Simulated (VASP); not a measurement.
Wanted: the native input for a VASP 6.6.1 run.

```yaml
Task: single point
Functional: r2SCAN
Potentials_or_basis: VASP PAW PBE potentials, release 64 (Zn, S)
Cutoff: 550 eV
k_mesh: 6 × 6 × 2
Occupations: gaussian, width 0.05 eV
Spin: no spin polarisation
Dipole_correction: no
Further_INCAR_settings: ALGO = Normal; EDIFF = 1e-06; NBANDS = 46
```

Crystal: ZnS.

```
Zn S
1.0
     3.80874    0.00000    0.00000
    -1.90437    3.29846    0.00000
     0.00000    0.00000   12.46647
Zn S
4 4
Direct
  0.00000 0.00000 0.00011
  0.00000 0.00000 0.50011
  0.33333 0.66667 0.25007
  0.66667 0.33333 0.75007
  0.00000 0.00000 0.18724
  0.00000 0.00000 0.68724
  0.33333 0.66667 0.43758
  0.66667 0.33333 0.93758
```

The input as run:

POSCAR

```
ZnS
1.0
    3.8087369230      0.0000000000      0.0000000000
   -1.9043684615      3.2984629317      0.0000000000
    0.0000000000      0.0000000000     12.4664651283
Zn S
4 4
Direct
    0.0000000000      0.0000000000      0.0001143919
    0.0000000000      0.0000000000      0.5001143919
    0.3333333333      0.6666666667      0.2500706172
    0.6666666667      0.3333333333      0.7500706172
    0.0000000000      0.0000000000      0.1872361440
    0.0000000000      0.0000000000      0.6872361440
    0.3333333333      0.6666666667      0.4375788470
    0.6666666667      0.3333333333      0.9375788470
```

INCAR.step1

```
  ALGO = Normal
  EDIFF = 1E-5
  ENCUT = 550
  GGA = PE
  GGA_COMPAT = F
  ISMEAR = 0
  LASPH = T
  LCHARG = F
  LREAL = F
  LWAVE = T
  NBANDS = 46
  NELM = 120
  PREC = Accurate
  SIGMA = 0.05
```

INCAR.step2

```
  ALGO = Normal
  EDIFF = 1E-6
  ENCUT = 550
  GGA_COMPAT = F
  ISIF = 2
  ISMEAR = 0
  ISTART = 1
  LASPH = T
  LCHARG = T
  LELF = T
  LMIXTAU = T
  LREAL = F
  LVHAR = T
  LWAVE = F
  METAGGA = R2SCAN
  NBANDS = 46
  NELM = 120
  PREC = Accurate
  SIGMA = 0.05
```

KPOINTS

```
k-points
0
Gamma
  6 6 2
```

Potentials or basis: VASP PAW PBE potentials, release 64 (Zn, S).

Run with:

```sh
$ cat potpaw_PBE.64/Zn/POTCAR potpaw_PBE.64/S/POTCAR > POTCAR
$ cp INCAR.step1 INCAR
$ mpirun -np 1 vasp_std > vasp.out
$ cp INCAR.step2 INCAR
$ mpirun -np 1 vasp_std > vasp.out
```

It gave:

| Quantity | Value |
| --- | --- |
| Pressure | 0.1 GPa |
| Largest force | 0.007 eV/Å |
| Band gap on the k mesh | 2.75 eV |

Caveat: the PAW data sets were made with another functional, which shifts forces and pressure a little.

It took 8.6 min on 1 thread of Intel Xeon 8259CL, on a shared host, peak memory 0.35 GiB.
